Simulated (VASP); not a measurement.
# KTaO3 (P1) in VASP: settings compared, part 2 of 2

VASP 6.6.1.

**4. Single point, LDA+U**

The input, INCAR:

```
SYSTEM = KTaO3
PREC = Accurate ; ENCUT = 520
EDIFF = 1E-7 ; ISMEAR = -1
SIGMA = 0.05 ; LREAL = .FALSE.
LASPH = .TRUE. ; NELM = 150
ALGO = Normal ; ISIF = 2
LWAVE = .FALSE. ; LCHARG = .FALSE.
LMAXMIX = 4 ; LDAU = .TRUE.
LDAUTYPE = 2 ; LDAUL = 2 -1 -1
LDAUU = 4.5 0 0 ; LDAUJ = 0 0 0
LDAUPRINT = 1 ; NBANDS = 27
```

The input, KPOINTS:

```
Automatic mesh
0
G
  5 5 5
  0 0 0
```

The input, POSCAR:

```
KTaO3
1.0
    3.9883000000      0.0000000000      0.0000000000
    0.0000000000      3.9883000000      0.0000000000
    0.0000000000      0.0000000000      3.9883000000
Ta K O
1 1 3
Direct
   -0.0087940000      0.0063740000     -0.0131730000
    0.5086730000      0.4977750000      0.5225520000
   -0.0034950000      0.0010270000      0.4899110000
    0.0004730000      0.5042430000      0.0017690000
    0.4954080000      0.0073200000     -0.0041280000
```

Potentials or basis: VASP PAW LDA potentials, release 64 (Ta_pv, K_sv, O).

The run is started by

```bash
$ cat potpaw_LDA.64/Ta_pv/POTCAR potpaw_LDA.64/K_sv/POTCAR potpaw_LDA.64/O/POTCAR > POTCAR
$ mpirun -np 1 vasp_std > vasp.out
```

OUTCAR:

```text
SYSTEM = KTaO3
   PREC = Accurate
   ENCUT = 520
   EDIFF = 1E-7
   ISMEAR = -1
   LREAL = .FALSE.
   LASPH = .TRUE.
   NELM = 150
   ISIF = 2

 ion  position               nearest neighbor table
   1  0.991  0.006  0.987-   5 1.98   3 1.98   4 1.99   4 2.00   3 2.01   5 2.01   2 3.31   2 3.35
                             2 3.40   2 3.44   2 3.48   2 3.52   2 3.56   2 3.60
   2  0.509  0.498  0.523-   5 2.72   4 2.74   5 2.77   3 2.78   4 2.79   3 2.80   3 2.85   4 2.86
                             3 2.87   5 2.87   1 3.31   1 3.35   1 3.40   1 3.44   1 3.48   1 3.52
   3  0.997  0.001  0.490-   1 1.98   1 2.01   2 2.78   2 2.80   2 2.85   2 2.87
   4  0.000  0.504  0.002-   1 1.99   1 2.00   2 2.74   2 2.79   2 2.86
   5  0.495  0.007  0.996-   1 1.98   1 2.01   2 2.72   2 2.77   2 2.87

  LATTYP: Found a simple cubic cell.
 ALAT       =     3.9883000000

  Lattice vectors:

 A1 = (   3.9883000000,   0.0000000000,   0.0000000000)
 A2 = (   0.0000000000,   3.9883000000,   0.0000000000)
 A3 = (   0.0000000000,   0.0000000000,   3.9883000000)

Analysis of symmetry for initial positions (statically):
=====================================================================
 Subroutine PRICEL returns:
 Original cell was already a primitive cell.

 Routine SETGRP: Setting up the symmetry group for a
 simple cubic supercell.

 Subroutine GETGRP returns: Found  1 space group operations
 (whereof  1 operations were pure point group operations)
 out of a pool of 48 trial point group operations.

The static configuration has the point symmetry C_1 .

Analysis of symmetry for dynamics (positions and initial velocities):
=====================================================================
[... 185 lines left out ...]
  o =  0.1388  v =  0.0000  0.0000  0.0000  0.0000  0.0000 -0.3686 -0.9104 -0.0002  0.1877 -0.0010      0.0000  0.0000  0.0000  0.0000  0.0000  0.0000  0.0000  0.0000  0.0000  0.0000
  o =  0.2795  v = -0.0011 -0.0010  0.5780 -0.0017  0.8160  0.0000  0.0000  0.0000  0.0000  0.0000      0.0000  0.0000  0.0000  0.0000  0.0000  0.0000  0.0000  0.0000  0.0000  0.0000
  o =  0.2795  v =  0.0000  0.0000  0.0000  0.0000  0.0000 -0.0011 -0.0010  0.5780 -0.0017  0.8160      0.0000  0.0000  0.0000  0.0000  0.0000  0.0000  0.0000  0.0000  0.0000  0.0000
  o =  0.2800  v =  0.0000  0.0000  0.0000  0.0000  0.0000  0.0000 -0.0007 -0.8160 -0.0010  0.5780      0.0000  0.0000  0.0000  0.0000  0.0000  0.0000  0.0000  0.0000  0.0000  0.0000
  o =  0.2800  v =  0.0000 -0.0007 -0.8160 -0.0010  0.5780  0.0000  0.0000  0.0000  0.0000  0.0000      0.0000  0.0000  0.0000  0.0000  0.0000  0.0000  0.0000  0.0000  0.0000  0.0000

 number of electron      38.0000001 magnetization

 Free energy of the ion-electron system (eV)
  ---------------------------------------------------
  ext. energy  EPLUGINS =         0.00000000
  ---------------------------------------------------
  free energy    TOTEN  =       -41.42572609 eV

  energy without entropy =      -41.42572609  energy(sigma->0) =      -41.42572609

 E-fermi :   2.6763     XC(G=0): -11.4347

 val. band max:        1.5778084140   @ k =   0.4000  -0.4000   0.4000
 cond. band min:       4.3076355616   @ k =   0.0000   0.0000   0.0000
 fundamental gap:      2.7298271476
 Fermi energy:         2.6762787793

 k-point     1 :       0.0000    0.0000    0.0000
  band No.  band energies     occupation
      1     -33.1440      2.00000
      2     -33.1425      2.00000
      3     -33.1412      2.00000
      4     -25.2119      2.00000
      5     -15.6429      2.00000
      6     -14.8021      2.00000
[... 709 lines left out ...]
     26      11.1864      0.00000
     27      12.3457      0.00000

 [... further k-points ...]

------------------------ aborting loop because EDIFF is reached ----------------------------------------

  FORCE on cell =-STRESS in cart. coord.  units (eV):
  Direction    XX          YY          ZZ          XY          YZ          ZX
  --------------------------------------------------------------------------------------
  -------------------------------------------------------------------------------------
  Total        0.1561610      0.1143722      0.0758875     -0.0213775     -0.0673879      0.0852700
  in kB        3.9438428      2.8884683      1.9165379     -0.5398884     -1.7018800      2.1534920
  external PRESSURE =       2.9162830 kB  Pullay stress =       0.0000000 kB

 VOLUME and BASIS-vectors are now :
 -----------------------------------------------------------------------------
  energy-cutoff  :      520.00
  volume of cell :       63.44
      direct lattice vectors                 reciprocal lattice vectors
     3.988300000  0.000000000  0.000000000     0.250733395  0.000000000  0.000000000
     0.000000000  3.988300000  0.000000000     0.000000000  0.250733395  0.000000000
     0.000000000  0.000000000  3.988300000     0.000000000  0.000000000  0.250733395

 POSITION                                       TOTAL-FORCE (eV/Angst)
 -----------------------------------------------------------------------------------
      3.95323      0.02542      3.93576         0.308873     -0.153100      0.450291
      2.02874      1.98528      2.08409        -0.237265      0.123395     -0.501050
      3.97436      0.00410      1.95391        -0.020289      0.041275      0.344257
      0.00189      2.01107      0.00706        -0.076742      0.044508     -0.191755
      1.97584      0.02919      3.97184         0.025422     -0.056077     -0.101744
 -----------------------------------------------------------------------------------
    total drift:                               -0.000975      0.000960     -0.000142

  FREE ENERGIE OF THE ION-ELECTRON SYSTEM (eV)
  ---------------------------------------------------
  free  energy   TOTEN  =       -41.4257260866 eV

  energy  without entropy=      -41.4257260865  energy(sigma->0) =      -41.42572609
```

OSZICAR:

```text
N       E                     dE             d eps       ncg     rms          rms(c)
DAV:   1     0.325969070164E+03    0.32597E+03   -0.20555E+04  3402   0.141E+03
DAV:   2    -0.304197229101E+02   -0.35639E+03   -0.34421E+03  3944   0.414E+02
DAV:   3    -0.499536456584E+02   -0.19534E+02   -0.19442E+02  4964   0.926E+01
DAV:   4    -0.505567748318E+02   -0.60313E+00   -0.60182E+00  5496   0.113E+01
DAV:   5    -0.505607772476E+02   -0.40024E-02   -0.40019E-02  4569   0.885E-01    0.350E+01
DAV:   6    -0.418012223662E+02    0.87596E+01   -0.36568E+01  4155   0.403E+01    0.139E+01
DAV:   7    -0.415444423443E+02    0.25678E+00   -0.18068E+00  4549   0.819E+00    0.849E+00
DAV:   8    -0.414359542548E+02    0.10849E+00   -0.47012E-01  4297   0.520E+00    0.155E+00
DAV:   9    -0.414262402440E+02    0.97140E-02   -0.34483E-02  4397   0.138E+00    0.299E-01
DAV:  10    -0.414257448988E+02    0.49535E-03   -0.60564E-03  4835   0.543E-01    0.571E-02
DAV:  11    -0.414257265700E+02    0.18329E-04   -0.41682E-04  4733   0.135E-01    0.308E-02
DAV:  12    -0.414257260099E+02    0.56002E-06   -0.28646E-05  4710   0.412E-02    0.805E-03
DAV:  13    -0.414257260862E+02   -0.76287E-07   -0.16348E-06  5112   0.906E-03    0.387E-03
DAV:  14    -0.414257260866E+02   -0.40609E-09   -0.12444E-07  3467   0.318E-03
   1 F= -.41425726E+02 E0= -.41425726E+02  d E =-.110480E-09
```

Wall time 3.9 min (1 thread of Intel Xeon 8259CL, shared host); peak memory 0.22 GiB.

Results:

```yaml
Free_energy: -41.4257 eV
Pressure: 0.3 GPa
Largest_force: 0.568 eV/Å
Band_gap_on_the_k_mesh: 2.73 eV (least direct gap 3.31 eV)
```

Forces on the atoms (eV/Å):
```
Ta   0.309 -0.153  0.450
K   -0.237  0.123 -0.501
O   -0.020  0.041  0.344
O   -0.077  0.045 -0.192
O    0.025 -0.056 -0.102
```

Levels at points of the mesh, in eV from the valence-band top:
```csv
k point,band 16,band 17,band 18,band 19,band 20,band 21,band 22,band 23
"(0.00, 0.00, 0.00)",-0.98,-0.60,-0.59,-0.58,2.73,2.76,2.78,6.38
```

Eigenvalues of the final occupation matrices:
| site | spin | trace | eigenvalues |
| --- | --- | --- | --- |
| site 1 d | 1 | 0.98 | 0.14 0.14 0.14 0.28 0.28 |
| site 1 d | 2 | 0.98 | 0.14 0.14 0.14 0.28 0.28 |

Caveat: spin-orbit coupling is left out, which moves the levels of the heavy elements; an odd mesh through Γ misses points on the zone boundary, where band edges can lie.

**5. Single point, LDA+U**

The input, INCAR:

```
ALGO = Normal ; EDIFF = 1E-6
ENCUT = 520 ; ISIF = 2
ISMEAR = -1 ; LASPH = T
LCHARG = F ; LDAU = T
LDAUJ = 0 0 0 ; LDAUL = 2 -1 -1
LDAUPRINT = 1 ; LDAUTYPE = 2
LDAUU = 4.5 0 0 ; LMAXMIX = 4
LREAL = F ; LWAVE = F
NBANDS = 27 ; NELM = 150
PREC = Accurate ; SIGMA = 0.05
```

The input, KPOINTS:

```
k-points
0
Gamma
  5 5 5
```

POSCAR is that of step 4.

The run is started by

```bash
$ cat potpaw_LDA.64/Ta_pv/POTCAR potpaw_LDA.64/K_sv/POTCAR potpaw_LDA.64/O/POTCAR > POTCAR
$ mpirun -np 1 vasp_std > vasp.out
```

It took 3.6 min on 1 thread of Intel Xeon 8259CL, shared host; peak memory 0.22 GiB.

Results (log left out):

| Property | Result |
| --- | --- |
| Free energy | -41.4257 eV |
| Pressure | 0.3 GPa |
| Largest force | 0.568 eV/Å |
| Band gap on the k mesh | 2.73 eV (least direct gap 3.31 eV) |

Forces on the atoms (eV/Å):
```
Ta   0.309 -0.153  0.450
K   -0.237  0.123 -0.501
O   -0.020  0.041  0.344
O   -0.077  0.045 -0.192
O    0.025 -0.056 -0.102
```

Stress tensor (GPa, compression positive):
```
 0.40 -0.05  0.22
-0.05  0.29 -0.17
 0.22 -0.17  0.20
```

Levels at points of the mesh, in eV from the valence-band top:
```tsv
k point	band 16	band 17	band 18	band 19	band 20	band 21	band 22	band 23
(0.00, 0.00, 0.00)	-0.98	-0.60	-0.59	-0.58	2.73	2.76	2.78	6.38
```

Eigenvalues of the final occupation matrices:
| site | spin | trace | eigenvalues |
| --- | --- | --- | --- |
| site 1 d | 1 | 0.98 | 0.14 0.14 0.14 0.28 0.28 |
| site 1 d | 2 | 0.98 | 0.14 0.14 0.14 0.28 0.28 |

Caveat: spin-orbit coupling is left out, which moves the levels of the heavy elements; an odd mesh through Γ misses points on the zone boundary, where band edges can lie.
